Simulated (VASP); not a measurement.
# Al7C (Im-3m) in VASP: notebook

Runs on Al7C. Level: PBE. Tasks: single point, relaxation of cell and atoms.

Program: VASP 6.6.1. These are calculated values, not measurements. Logs are shortened: lines on timing, memory, paths and dates and some standing lists are left out, and cuts for length are marked.

### 1 The cell of the first run

The structure is cubic, space group Im-3m (No. 229). The conventional cell has a = 6.301 Å, b = 6.301 Å, c = 6.301 Å, α = 90.00°, β = 90.00°, γ = 90.00°. Al (site symmetry 4/mmm) has 12 Al at 2.73 to 3.15 Å and 2 C at 3.15 Å within 3.6 Å. Al (site symmetry -3m) has 12 Al at 2.73 to 3.15 Å and 2 C at 2.73 Å within 3.6 Å. C (site symmetry m-3m) has 14 Al at 2.73 to 3.15 Å within 3.6 Å.

The cell was built from a structure type or drawn by symmetry, and may not be a known phase.

### 2 Single point, PBE

Input file INCAR:

```
SYSTEM = Al7C
ALGO = Normal
EDIFF = 1E-6
ENCUT = 520
GGA = PE
ISIF = 2
ISMEAR = 0
LASPH = .True.
LCHARG = .False.
LREAL = .False.
LWAVE = .False.
NBANDS = 22
NELM = 60
PREC = Accurate
SIGMA = 0.1
```

Input file KPOINTS:

```
k-points
0
Gamma
  4 4 4
  0 0 0
```

Input file POSCAR:

```
Al7C
1.0
   -3.1505062000      3.1505062000      3.1505062000
    3.1505062000     -3.1505062000      3.1505062000
    3.1505062000      3.1505062000     -3.1505062000
Al C
7 1
Direct
    0.0000000000      0.5000000000      0.5000000000
    0.5000000000      0.5000000000      0.0000000000
    0.5000000000      0.0000000000      0.5000000000
    0.0000000000      0.0000000000      0.5000000000
    0.0000000000      0.5000000000      0.0000000000
    0.5000000000      0.0000000000      0.0000000000
    0.5000000000      0.5000000000      0.5000000000
    0.0000000000      0.0000000000      0.0000000000
```

Potentials or basis: VASP PAW PBE potentials, release 64 (Al, C).

Launch:

```
$ cat potpaw_PBE.64/Al/POTCAR potpaw_PBE.64/C/POTCAR > POTCAR
$ mpirun -np 1 vasp_std > vasp.out
```

OUTCAR:

```text
SYSTEM = Al7C
   EDIFF = 1E-6
   ENCUT = 520
   GGA = PE
   ISIF = 2
   ISMEAR = 0
   LASPH = .True.
   LREAL = .False.
   NELM = 60
   PREC = Accurate

 ion  position               nearest neighbor table
   1  0.000  0.500  0.500-   4 2.73   5 2.73   6 2.73   7 2.73   5 2.73   4 2.73   7 2.73   6 2.73
                             2 3.15   2 3.15   3 3.15   3 3.15
   2  0.500  0.500  0.000-   4 2.73   5 2.73   6 2.73   7 2.73   7 2.73   6 2.73   5 2.73   4 2.73
                             3 3.15   1 3.15   1 3.15   3 3.15
   3  0.500  0.000  0.500-   4 2.73   5 2.73   6 2.73   7 2.73   6 2.73   7 2.73   4 2.73   5 2.73
                             2 3.15   1 3.15   1 3.15   2 3.15
   4  0.000  0.000  0.500-   1 2.73   2 2.73   3 2.73   1 2.73   3 2.73   2 2.73   5 3.15   5 3.15
                             6 3.15   6 3.15   7 3.15   7 3.15
   5  0.000  0.500  0.000-   1 2.73   2 2.73   3 2.73   1 2.73   2 2.73   3 2.73   4 3.15   4 3.15
                             6 3.15   7 3.15   6 3.15   7 3.15
   6  0.500  0.000  0.000-   1 2.73   2 2.73   3 2.73   3 2.73   2 2.73   1 2.73   4 3.15   5 3.15
                             7 3.15   4 3.15   5 3.15   7 3.15
   7  0.500  0.500  0.500-   1 2.73   2 2.73   3 2.73   2 2.73   3 2.73   1 2.73   4 3.15   5 3.15
                             6 3.15   6 3.15   5 3.15   4 3.15
   8  0.000  0.000  0.000-

  LATTYP: Found a body centered cubic cell.
 ALAT       =     6.3010124000

  Lattice vectors:

 A1 = (  -3.1505062000,   3.1505062000,   3.1505062000)
 A2 = (   3.1505062000,  -3.1505062000,   3.1505062000)
 A3 = (   3.1505062000,   3.1505062000,  -3.1505062000)

Analysis of symmetry for initial positions (statically):
=====================================================================
 Subroutine PRICEL returns:
 Original cell was already a primitive cell.

 Routine SETGRP: Setting up the symmetry group for a
 body centered cubic supercell.

 Subroutine GETGRP returns: Found 48 space group operations
 (whereof 48 operations were pure point group operations)
 out of a pool of 48 trial point group operations.

The static configuration has the point symmetry O_h .

Analysis of symmetry for dynamics (positions and initial velocities):
=====================================================================
 Subroutine PRICEL returns:
 Original cell was already a primitive cell.

 Routine SETGRP: Setting up the symmetry group for a
 body centered cubic supercell.

 Subroutine GETGRP returns: Found 48 space group operations
 (whereof 48 operations were pure point group operations)
 out of a pool of 48 trial point group operations.

The dynamic configuration has the point symmetry O_h .

 Subroutine INISYM returns: Found 48 space group operations
 (whereof 48 operations are pure point group operations),
 and found     1 'primitive' translations

----------------------------------------------------------------------------------------

                                     Primitive cell

  volume of cell :     125.0838

  direct lattice vectors                    reciprocal lattice vectors
    -3.150506200  3.150506200  3.150506200     0.000000000  0.158704655  0.158704655
     3.150506200 -3.150506200  3.150506200     0.158704655  0.000000000  0.158704655
     3.150506200  3.150506200 -3.150506200     0.158704655  0.158704655  0.000000000

  length of vectors
     5.456836808  5.456836808  5.456836808     0.224442276  0.224442276  0.224442276

  position of ions in fractional coordinates (direct lattice)
     0.000000000  0.500000000  0.500000000
     0.500000000  0.500000000  0.000000000
     0.500000000  0.000000000  0.500000000
     0.000000000  0.000000000  0.500000000
     0.000000000  0.500000000  0.000000000
     0.500000000  0.000000000  0.000000000
     0.500000000  0.500000000  0.500000000
     0.000000000  0.000000000  0.000000000

  ion indices of the primitive-cell ions
   primitive index   ion index
                 1           1
                 2           2
                 3           3
                 4           4
                 5           5
                 6           6
                 7           7
                 8           8

----------------------------------------------------------------------------------------

 KPOINTS: k-points

Automatic generation of k-mesh.
 Grid dimensions read from file:
 generate k-points for:    4    4    4

 Generating k-lattice:

  Cartesian coordinates                     Fractional coordinates (reciprocal lattice)
     0.000000000  0.039676164  0.039676164     0.250000000  0.000000000  0.000000000
     0.039676164  0.000000000  0.039676164     0.000000000  0.250000000  0.000000000
     0.039676164  0.039676164  0.000000000     0.000000000  0.000000000  0.250000000

  Length of vectors
     0.056110569  0.056110569  0.056110569

  Shift w.r.t. Gamma in fractional coordinates (k-lattice)
     0.000000000  0.000000000  0.000000000

 Subroutine IBZKPT returns following result:
 ===========================================

 Found      8 irreducible k-points:

 Following reciprocal coordinates:
            Coordinates               Weight
  0.000000  0.000000  0.000000      1.000000
  0.250000  0.000000  0.000000     12.000000
  0.500000  0.000000  0.000000      6.000000
  0.250000  0.250000  0.000000     24.000000
  0.250000  0.250000  0.250000      2.000000
 -0.250000  0.250000  0.250000      6.000000
  0.500000  0.500000  0.250000     12.000000
  0.500000  0.500000  0.500000      1.000000
   k-points           NKPTS =      8   k-points in BZ     NKDIM =      8   number of bands    NBANDS=     22
   number of dos      NEDOS =    301   number of ions     NIONS =      8
   total plane-waves  NPLWV =  74088
   dimension x,y,z NGX =    42 NGY =   42 NGZ =   42
   dimension x,y,z NGXF=    84 NGYF=   84 NGZF=   84
   ions per type =               7   1
   NGX,Y,Z   is equivalent  to a cutoff of  12.80, 12.80, 12.80 a.u.
   NGXF,Y,Z  is equivalent  to a cutoff of  25.59, 25.59, 25.59 a.u.
 SYSTEM =  Al7C
   PREC   = accura    normal or accurate (medium, high low for compatibility)
   ISTART =      0    job   : 0-new  1-cont  2-samecut
   ICHARG =      2    charge: 1-file 2-atom 10-const
   ISPIN  =      1    spin polarized calculation?
   LNONCOLLINEAR =      F non collinear calculations
   LSORBIT =      F    spin-orbit coupling
   LASPH  =      T    aspherical Exc in radial PAW
   ENCUT  =  520.0 eV  38.22 Ry    6.18 a.u.  10.15 10.15 10.15*2*pi/ulx,y,z
   NELM   =     60;   NELMIN=  2; NELMDL= -5     # of ELM steps
   EDIFF  = 0.1E-05   stopping-criterion for ELM
   LREAL  =      F    real-space projection
   EDIFFG = 0.1E-04   stopping-criterion for IOM
   NSW    =      0    number of steps for IOM
   IBRION =     -1    ionic relax: 0-MD 1-quasi-New 2-CG
   NFREE  =      0    steps in history (QN), initial steepest desc. (CG)
   ISIF   =      2    stress and relaxation
   ISYM   =      2    0-nonsym 1-usesym 2-fastsym
   POTIM  = 0.5000    time-step for ionic-motion
   TEBEG  =    0.0;   TEEND  =   0.0 temperature during run
   PSTRESS=    0.0 pullay stress
   NELECT =      25.0000    total number of electrons
   NUPDOWN=      -1.0000    fix difference up-down
   EMIN   =  10.00;   EMAX   =-10.00  energy-range for DOS
   EFERMI =   0.00;   METHOD = LEGACY
   ISMEAR =     0;   SIGMA  =   0.10  broadening in eV -4-tet -1-fermi 0-gaus
   EFERMI_NEDOS =   21; number of points for ismear=-14 and -15
   IALGO  =     38    algorithm
   IMIX   =      4    mixing-type and parameters
     AMIX     =   0.40;   BMIX     =  1.00
     AMIX_MAG =   1.60;   BMIX_MAG =  1.00
  volume/ion in A,a.u.               =      15.64       105.51
  Fermi-wavevector in a.u.,A,eV,Ry     =   0.957167  1.808784 12.465238  0.916169
  Thomas-Fermi vector in A             =   2.086161
   LORBIT       =      0    0 simple, 1 ext, 2 COOP (PROOUT), +10 PAW based schemes
   GGA     = PE    functional components
   LHFCALC =     F    Hartree Fock is set to
   AEXX    =    0.0000 exact exchange contribution
   IVDW    =     0    specifies the selected vdW correction
   LEPSILON=     F    determine dielectric tensor
   LRPA    =     F    only Hartree local field effects (RPA)
 non-spin polarized calculation
 Gauss-broadening in eV      SIGMA  =   0.10
  energy-cutoff  :      520.00
  volume of cell :      125.08
 maximum number of plane-waves:      3408
 NGX is ok and might be reduce to    42
   NGX = 21   NGY = 21   NGZ = 21

 number of electron      25.0000000 magnetization

 Free energy of the ion-electron system (eV)
  ---------------------------------------------------
  ext. energy  EPLUGINS =         0.00000000
  ---------------------------------------------------
  free energy    TOTEN  =       -30.45062792 eV

  energy without entropy =      -30.43137963  energy(sigma->0) =      -30.44100378

 E-fermi :   7.5561     XC(G=0): -10.2724

 val. band max:        7.4951482051   @ k =   0.5000   0.5000   0.2500
 cond. band min:       7.6637744534   @ k =   0.2500   0.2500   0.0000
 fundamental gap:      0.1686262483
 Fermi energy:         7.5561111303

 k-point     1 :       0.0000    0.0000    0.0000
  band No.  band energies     occupation
      1      -4.0675      2.00000
      2      -0.2288      2.00000
      3       3.1957      2.00000
      4       3.1957      2.00000
      5       3.1957      2.00000
      6       3.3161      2.00000
[... 14 lines left out ...]
     21      12.8014      0.00000
     22      12.8014      0.00000

 k-point     2 :       0.2500    0.0000    0.0000
  band No.  band energies     occupation
      1      -3.6669      2.00000
      2      -0.7549      2.00000
      3       0.9753      2.00000
      4       2.2313      2.00000
      5       2.2564      2.00000
      6       2.3565      2.00000
[... 14 lines left out ...]
     21      12.8066      0.00000
     22      13.0262      0.00000

 k-point     3 :       0.5000    0.0000    0.0000
  band No.  band energies     occupation
      1      -2.8843      2.00000
      2      -1.7992      2.00000
      3       0.1930      2.00000
      4       1.7969      2.00000
      5       1.8260      2.00000
      6       1.9285      2.00000
[... 14 lines left out ...]
     21      11.6385      0.00000
     22      11.8896      0.00000

 k-point     4 :       0.2500    0.2500    0.0000
  band No.  band energies     occupation
      1      -2.9829      2.00000
      2      -1.3109      2.00000
      3      -0.4308      2.00000
      4       0.8957      2.00000
      5       2.4351      2.00000
      6       3.1215      2.00000
[... 14 lines left out ...]
     21      11.2554      0.00000
     22      12.3853      0.00000

 k-point     5 :       0.2500    0.2500    0.2500
  band No.  band energies     occupation
      1      -2.6252      2.00000
      2      -0.8847      2.00000
      3      -0.8847      2.00000
      4      -0.8847      2.00000
      5       3.4011      2.00000
      6       5.4047      2.00000
[... 14 lines left out ...]
     21      12.8385      0.00000
     22      12.8386      0.00000

 k-point     6 :      -0.2500    0.2500    0.2500
  band No.  band energies     occupation
      1      -3.2913      2.00000
      2      -0.9112      2.00000
      3       0.8522      2.00000
      4       0.9907      2.00000
      5       0.9907      2.00000
      6       3.1994      2.00000
[... 14 lines left out ...]
     21      12.1673      0.00000
     22      12.5279      0.00000

 k-point     7 :       0.5000    0.5000    0.2500
  band No.  band energies     occupation
      1      -2.6379      2.00000
      2      -1.3415      2.00000
      3      -0.2788      2.00000
      4       0.5450      2.00000
      5       1.6467      2.00000
      6       2.2592      2.00000
[... 14 lines left out ...]
     21      11.6525      0.00000
     22      11.9869      0.00000

 k-point     8 :       0.5000    0.5000    0.5000
  band No.  band energies     occupation
      1      -2.3465      2.00000
      2      -0.0486      2.00000
      3      -0.0486      2.00000
      4       0.0962      2.00000
      5       0.0962      2.00000
      6       0.0962      2.00000
[... 14 lines left out ...]
     21      12.9418      0.00000
     22      12.9560      0.00000

------------------------ aborting loop because EDIFF is reached ----------------------------------------

  FORCE on cell =-STRESS in cart. coord.  units (eV):
  Direction    XX          YY          ZZ          XY          YZ          ZX
  --------------------------------------------------------------------------------------
  -------------------------------------------------------------------------------------
  Total       -0.7118097     -0.7118097     -0.7118097     -0.0000000     -0.0000000      0.0000000
  in kB       -9.1174519     -9.1174519     -9.1174519     -0.0000000     -0.0000000      0.0000000
  external PRESSURE =      -9.1174519 kB  Pullay stress =       0.0000000 kB

 VOLUME and BASIS-vectors are now :
 -----------------------------------------------------------------------------
  energy-cutoff  :      520.00
  volume of cell :      125.08
      direct lattice vectors                 reciprocal lattice vectors
    -3.150506200  3.150506200  3.150506200     0.000000000  0.158704655  0.158704655
     3.150506200 -3.150506200  3.150506200     0.158704655  0.000000000  0.158704655
     3.150506200  3.150506200 -3.150506200     0.158704655  0.158704655  0.000000000

 POSITION                                       TOTAL-FORCE (eV/Angst)
 -----------------------------------------------------------------------------------
      3.15051      0.00000      0.00000        -0.000000      0.000000      0.000000
      0.00000      0.00000      3.15051        -0.000000      0.000000     -0.000000
      0.00000      3.15051      0.00000        -0.000000     -0.000000     -0.000000
      1.57525      1.57525     -1.57525         0.000000     -0.000000      0.000000
      1.57525     -1.57525      1.57525        -0.000000      0.000000      0.000000
     -1.57525      1.57525      1.57525         0.000000     -0.000000     -0.000000
      1.57525      1.57525      1.57525        -0.000000     -0.000000     -0.000000
      0.00000      0.00000      0.00000         0.000000      0.000000     -0.000000
 -----------------------------------------------------------------------------------
    total drift:                                0.000000      0.000000     -0.000000

  FREE ENERGIE OF THE ION-ELECTRON SYSTEM (eV)
  ---------------------------------------------------
  free  energy   TOTEN  =       -30.4506279237 eV

  energy  without entropy=      -30.4313796285  energy(sigma->0) =      -30.44100378
```

It took 53 s on 1 thread of Intel Xeon 8259CL, shared host; peak memory 0.25 GiB.

Results:

```yaml
Free_energy: -30.4506 eV
Pressure: -0.9 GPa
Band_gap_on_the_k_mesh: zero (an odd number of electrons rules out a gap without spin polarisation)
```

### 3 Single point, PBE

This run uses another cell than the first one, of 15.40 Å³/atom.

Input file INCAR:

```
PREC     = Accurate       # precision mode
ENCUT    = 520            # plane-wave cutoff, eV
EDIFF    = 1E-6           # SCF threshold, eV
ISMEAR   = 0              # smearing method
SIGMA    = 0.1            # smearing width, eV
LREAL    = F              # projectors in reciprocal space
LASPH    = T              # aspherical terms in the spheres
NELM     = 80             # most SCF steps
ALGO     = Normal         # electronic algorithm
ISIF     = 2              # what is computed and relaxed
LWAVE    = F              # write WAVECAR
LCHARG   = F              # write CHGCAR
GGA      = PE             # functional
NBANDS   = 22             # bands
```

Input file KPOINTS:

```
Automatic mesh
0
Gamma
  8 8 8
```

Changes to POSCAR since step 2:

```diff
@@ -2,5 +2,5 @@
 1.0
-   -3.1505062000      3.1505062000      3.1505062000
-    3.1505062000     -3.1505062000      3.1505062000
-    3.1505062000      3.1505062000     -3.1505062000
+   -3.1349442922      3.1349442922      3.1349442922
+    3.1349442922     -3.1349442922      3.1349442922
+    3.1349442922      3.1349442922     -3.1349442922
 Al C
```

Potentials or basis: VASP PAW PBE potentials, release 64 (Al, C).

Launch:

```
$ cat potpaw_PBE.64/Al/POTCAR potpaw_PBE.64/C/POTCAR > POTCAR
$ mpirun -np 1 vasp_std > vasp.out
```

It took 1.7 min on 1 thread of Intel Xeon 8259CL, shared host; peak memory 0.26 GiB.

Results (log left out):

* Free energy: -30.5525 eV
* Pressure: 0.0 GPa
* Band gap on the k mesh: zero (an odd number of electrons rules out a gap without spin polarisation)

Levels at points of the mesh, in eV from the Fermi level:
```tsv
k point	band 9	band 10	band 11	band 12	band 13	band 14	band 15	band 16	band 17	band 18
(0.00, 0.00, 0.00)	-3.71	-3.71	-3.51	-3.51	-3.51	1.13	1.13	1.13	3.59	3.59
(0.50, 0.00, 0.00)	-2.56	-2.21	-0.54	0.30	0.37	0.81	1.05	1.23	1.44	1.95
(0.50, 0.50, 0.50)	-1.58	-1.58	-0.62	-0.62	-0.62	1.07	2.56	2.56	2.56	5.30
```

### 4 Relaxation of cell and atoms, PBE

Input file INCAR:

```
SYSTEM = Al7C
PREC = Accurate ; ENCUT = 600
EDIFF = 1E-7 ; ISMEAR = 0
SIGMA = 0.1 ; LREAL = .FALSE.
LASPH = .TRUE. ; NELM = 60
ALGO = Normal ; ISIF = 3
LWAVE = .FALSE. ; LCHARG = .FALSE.
GGA = PE ; IBRION = 2
NSW = 100 ; EDIFFG = -0.01
```

Input file KPOINTS:

```
Automatic mesh
0
G
  8 8 8
  0 0 0
```

Changes to POSCAR since step 3:

```diff
@@ -2,5 +2,5 @@
 1.0
-   -3.1349442922      3.1349442922      3.1349442922
-    3.1349442922     -3.1349442922      3.1349442922
-    3.1349442922      3.1349442922     -3.1349442922
+   -3.1505062000      3.1505062000      3.1505062000
+    3.1505062000     -3.1505062000      3.1505062000
+    3.1505062000      3.1505062000     -3.1505062000
 Al C
```

Launch:

```
$ cat potpaw_PBE.64/Al/POTCAR potpaw_PBE.64/C/POTCAR > POTCAR
$ mpirun -np 1 vasp_std > vasp.out
```

It took 4.1 min on 1 thread of Intel Xeon 8259CL, shared host; peak memory 0.36 GiB.

Results (log left out):

```yaml
Free_energy: -30.5530 eV
Relaxed_volume: 15.38 Å³/atom
Relaxed_cell: a = 5.427 Å, b = 5.427 Å, c = 5.427 Å, α = 109.47°, β = 109.47°, γ = 109.47°
Space_group_after_relaxing_to_0.1_Å: Im-3m (No. 229)
Energy_gained_by_relaxing: 0.9 meV/atom
Ionic_steps: 2
Pressure_after_relaxing: 0.1 GPa
Band_gap_on_the_k_mesh: zero (an odd number of electrons rules out a gap without spin polarisation)
```

The path:
| step | energy change (eV) | largest force (eV/Å) | pressure (GPa) | volume (Å³) |
| --- | --- | --- | --- | --- |
| 1 | 0.0000 | 0.0000 | -1.16 | 125.08 |
| 2 | -0.0070 | 0.0000 | 0.07 | 123.05 |

Final structure:
```yaml
crystal:
  lattice:
    - [-3.13337, 3.13337, 3.13337]
    - [3.13337, -3.13337, 3.13337]
    - [3.13337, 3.13337, -3.13337]
  atoms:
    - { symbol: Al, position: [0.00000, 0.50000, 0.50000] }
    - { symbol: Al, position: [0.50000, 0.50000, 0.00000] }
    - { symbol: Al, position: [0.50000, 0.00000, 0.50000] }
    - { symbol: Al, position: [0.00000, 0.00000, 0.50000] }
    - { symbol: Al, position: [0.00000, 0.50000, 0.00000] }
    - { symbol: Al, position: [0.50000, 0.00000, 0.00000] }
    - { symbol: Al, position: [0.50000, 0.50000, 0.50000] }
    - { symbol: C, position: [0.00000, 0.00000, 0.00000] }
```

Levels at points of the mesh, in eV from the Fermi level:
```
           k point  band 9  band 10  band 11  band 12  band 13  band 14  band 15  band 16  band 17
(0.00, 0.00, 0.00)   -3.71    -3.71    -3.51    -3.51    -3.51     1.13     1.13     1.13     3.59
(0.50, 0.00, 0.00)   -2.57    -2.21    -0.54     0.30     0.37     0.81     1.05     1.23     1.44
(0.50, 0.50, 0.50)   -1.59    -1.59    -0.62    -0.62    -0.62     1.08     2.56     2.56     2.56
```

### 5 The runs side by side

| task | cell | k mesh | cutoff (eV) | gap on the mesh (eV) | pressure (GPa) |
| --- | --- | --- | --- | --- | --- |
| single point | a = 5.457 Å, angles 109.5°, 8 atoms | 4 × 4 × 4 | 520 | none | -0.9 |
| single point | a = 5.430 Å, angles 109.5°, 8 atoms | 8 × 8 × 8 | 520 | none | 0.0 |
| relaxation of cell and atoms | relaxed from a = 5.457 Å, angles 109.5°, 8 atoms | 8 × 8 × 8 | 600 | none | 0.1 |

Alike in all rows: level PBE; potentials or basis VASP PAW PBE potentials, release 64 (Al, C); no spin polarisation; smearing gaussian 0.1 eV.

Total energies depend on the potentials used, so only differences within one code and one set of settings carry meaning.
